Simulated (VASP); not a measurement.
# Ti (Fm-3m) in VASP: further runs, part 2 of 2

VASP 6.6.1. Earlier steps stand in the parts before.

**4. Single point, r2SCAN**

This run uses another cell than the first one, of 17.40 Å³/atom.

Input file POSCAR:

```
Ti
1.0
    0.0000000000      2.0567135898      2.0567135898
    2.0567135898      0.0000000000      2.0567135898
    2.0567135898      2.0567135898      0.0000000000
Ti
1
Direct
    0.0000000000      0.0000000000      0.0000000000
```

Input file INCAR.step1:

```
SYSTEM = Ti
  PREC = Accurate
  ENCUT = 520
  ISMEAR = -1
  SIGMA = 0.05
  LREAL = .False.
  LASPH = .True.
  NELM = 80
  NBANDS = 12
  GGA = PE
  ALGO = Normal
  EDIFF = 1E-4
  LWAVE = .True.
  LCHARG = .False.
```

Input file INCAR.step2:

```
SYSTEM = Ti
  PREC = Accurate
  ENCUT = 520
  EDIFF = 1E-6
  ISMEAR = -1
  SIGMA = 0.05
  LREAL = .False.
  LASPH = .True.
  NELM = 80
  ALGO = Normal
  ISIF = 2
  LWAVE = .False.
  LCHARG = .False.
  METAGGA = R2SCAN
  LMIXTAU = .True.
  NBANDS = 12
  ISTART = 1
```

Input file KPOINTS:

```
regular mesh
0
Gamma
  11 11 11
  0 0 0
```

Potentials or basis: VASP PAW PBE potentials, release 64 (Ti_sv).

On the command line:

```console
cat potpaw_PBE.64/Ti_sv/POTCAR > POTCAR
cp INCAR.step1 INCAR
mpirun -np 1 vasp_std > vasp.out
cp INCAR.step2 INCAR
mpirun -np 1 vasp_std > vasp.out
```

OUTCAR:

```text
SYSTEM = Ti
   PREC = Accurate
   ENCUT = 520
   EDIFF = 1E-6
   ISMEAR = -1
   LREAL = .False.
   LASPH = .True.
   NELM = 80
   ISIF = 2
   METAGGA = R2SCAN
   ISTART = 1

 ion  position               nearest neighbor table
   1  0.000  0.000  0.000-

  LATTYP: Found a face centered cubic cell.
 ALAT       =     4.1134271796

  Lattice vectors:

 A1 = (   0.0000000000,   2.0567135898,   2.0567135898)
 A2 = (   2.0567135898,   0.0000000000,   2.0567135898)
 A3 = (   2.0567135898,   2.0567135898,   0.0000000000)

Analysis of symmetry for initial positions (statically):
=====================================================================
 Subroutine PRICEL returns:
 Original cell was already a primitive cell.

 Routine SETGRP: Setting up the symmetry group for a
 face centered cubic supercell.

 Subroutine GETGRP returns: Found 48 space group operations
 (whereof 48 operations were pure point group operations)
 out of a pool of 48 trial point group operations.

The static configuration has the point symmetry O_h .

Analysis of symmetry for dynamics (positions and initial velocities):
=====================================================================
 Subroutine PRICEL returns:
 Original cell was already a primitive cell.

 Routine SETGRP: Setting up the symmetry group for a
 face centered cubic supercell.

 Subroutine GETGRP returns: Found 48 space group operations
 (whereof 48 operations were pure point group operations)
 out of a pool of 48 trial point group operations.

The dynamic configuration has the point symmetry O_h .

 Subroutine INISYM returns: Found 48 space group operations
 (whereof 48 operations are pure point group operations),
 and found     1 'primitive' translations

----------------------------------------------------------------------------------------

                                     Primitive cell
[... 114 lines left out ...]
   METAGGA = R2SCAN    functional components
   LHFCALC =     F    Hartree Fock is set to
   AEXX    =    0.0000 exact exchange contribution
   IVDW    =     0    specifies the selected vdW correction
   LEPSILON=     F    determine dielectric tensor
   LRPA    =     F    only Hartree local field effects (RPA)
 non-spin polarized calculation
  energy-cutoff  :      520.00
  volume of cell :       17.40
 maximum number of plane-waves:       495
 NGX is ok and might be reduce to    24
   NGX = 11   NGY = 11   NGZ = 11

 number of electron      12.0000002 magnetization

 Free energy of the ion-electron system (eV)
  ---------------------------------------------------
  ext. energy  EPLUGINS =         0.00000000
  ---------------------------------------------------
  free energy    TOTEN  =       -12.88681863 eV

  energy without entropy =      -12.87380737  energy(sigma->0) =      -12.88031300

 E-fermi :   8.2008     XC(G=0): -12.4027

 val. band max:        8.1846313457   @ k =   0.2727   0.0909   0.0000
 cond. band min:       8.2011563221   @ k =   0.3636   0.0000   0.0000
 fundamental gap:      0.0165249764
 Fermi energy:         8.2008181261

 k-point     1 :       0.0000    0.0000    0.0000
  band No.  band energies     occupation
      1     -50.8362      2.00000
      2     -25.6416      2.00000
      3     -25.6415      2.00000
      4     -25.6415      2.00000
      5       1.7451      2.00000
      6       9.2128      0.00000
      7       9.2128      0.00000
      8       9.2128      0.00000
      9      11.0124      0.00000
     10      11.0124      0.00000
     11      23.9848      0.00000
     12      28.8639      0.00000
[... 331 lines left out ...]
 k-point    24 :      -0.1818    0.1818    0.0000
  band No.  band energies     occupation
      1     -50.7519      2.00000
      2     -26.0252      2.00000
      3     -25.7984      2.00000
      4     -25.6854      2.00000
      5       4.3117      2.00000
      6       8.0497      1.90715
      7       9.1450      0.00000
      8      10.1257      0.00000
      9      10.2076      0.00000
     10      11.9274      0.00000
     11      22.2038      0.00000
     12      22.5839      0.00000

 [... further k-points ...]

------------------------ aborting loop because EDIFF is reached ----------------------------------------

  FORCE on cell =-STRESS in cart. coord.  units (eV):
  Direction    XX          YY          ZZ          XY          YZ          ZX
  --------------------------------------------------------------------------------------
  -------------------------------------------------------------------------------------
  Total        0.0079596      0.0079596      0.0079596     -0.0000000     -0.0000000      0.0000000
  in kB        0.7329106      0.7329106      0.7329106     -0.0000000     -0.0000000      0.0000000
  external PRESSURE =       0.7329106 kB  Pullay stress =       0.0000000 kB

 VOLUME and BASIS-vectors are now :
 -----------------------------------------------------------------------------
  energy-cutoff  :      520.00
  volume of cell :       17.40
      direct lattice vectors                 reciprocal lattice vectors
     0.000000000  2.056713590  2.056713590    -0.243106285  0.243106285  0.243106285
     2.056713590  0.000000000  2.056713590     0.243106285 -0.243106285  0.243106285
     2.056713590  2.056713590  0.000000000     0.243106285  0.243106285 -0.243106285

 POSITION                                       TOTAL-FORCE (eV/Angst)
 -----------------------------------------------------------------------------------
      0.00000      0.00000      0.00000         0.000000      0.000000      0.000000
 -----------------------------------------------------------------------------------
    total drift:                               -0.000000     -0.000000     -0.000000

  FREE ENERGIE OF THE ION-ELECTRON SYSTEM (eV)
  ---------------------------------------------------
  free  energy   TOTEN  =       -12.8868186285 eV

  energy  without entropy=      -12.8738073724  energy(sigma->0) =      -12.88031300
```

Run time: 39 s. Hardware: 1 thread of AMD EPYC 9R45 (Zen 5), shared host; peak memory 0.11 GiB.

Results:

- Free energy: -12.8868 eV
- Pressure: 0.1 GPa
- Band gap on the k mesh: zero (bands 6 and 7 overlap by 1.26 eV)

Caveat: the PAW data sets were made with another functional, which shifts forces and pressure a little.

**5. Summary**

```tsv
cell	gap on the mesh (eV)	pressure (GPa)
a = 2.852 Å, angles 60.0°, 1 atom	none	7.3
a = 2.890 Å, angles 60.0°, 1 atom	none	2.3
a = 2.909 Å, angles 60.0°, 1 atom	none	0.1
```

Alike in all rows: task single point; level r2SCAN; potentials or basis VASP PAW PBE potentials, release 64 (Ti_sv); no spin polarisation; k mesh 11 × 11 × 11; cutoff (eV) 520; smearing fermi-dirac 0.05 eV.

Caveats: the PAW data sets were made with another functional, which shifts forces and pressure a little; the cell stands under pressure (at least some runs).

Absolute energies hang on the potentials; compare differences alone.
